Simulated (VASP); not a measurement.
Wanted: the native input for a VASP 6.6.1 run.

* Task: single point
* Functional: PBE
* Potentials or basis: VASP PAW PBE potentials, release 64 (Be)
* Cutoff: 520 eV
* k mesh: 15 × 15 × 15
* Occupations: fermi-dirac, width 0.1 eV
* Spin: no spin polarisation
* Dipole correction: no
* Further INCAR settings: ALGO = Normal; EDIFF = 1e-06; NBANDS = 9

The structure of Be lies in POSCAR:

```
Be
1.0
    0.0000000000      2.2544624798      2.2544624798
    2.2544624798      0.0000000000      2.2544624798
    2.2544624798      2.2544624798      0.0000000000
Be
2
Direct
   -0.1250000000     -0.1250000000     -0.1250000000
    0.1250000000      0.1250000000      0.1250000000
```

This cell differs from its parent crystal: volume scaled by 0.78.

One way to write it, as run:

INCAR

```
SYSTEM = Be
  PREC = Accurate
  ENCUT = 520
  EDIFF = 1E-6
  ISMEAR = -1
  SIGMA = 0.1
  LREAL = .FALSE.
  LASPH = .TRUE.
  NELM = 100
  ALGO = Normal
  ISIF = 2
  LWAVE = .FALSE.
  LCHARG = .FALSE.
  GGA = PE
  NBANDS = 9
```

KPOINTS

```
Automatic mesh
0
G
  15 15 15
  0 0 0
```

Potentials or basis: VASP PAW PBE potentials, release 64 (Be).

Launch:

```sh
$ cat potpaw_PBE.64/Be/POTCAR > POTCAR
$ mpirun -np 1 vasp_std > vasp.out
```

Results of the run:

```json
{"Pressure": "16.7 GPa", "Band gap on the k mesh": "zero (band 2 reaches 8.89 eV, above the bottom of band 3 at 1.33 eV)"}
```

Run time: 7.4 s on 1 thread of Intel(R) Xeon(R) Platinum 8375C CPU @ 2.90GHz (Ice Lake) (shared host), peak memory 0.14 GiB.
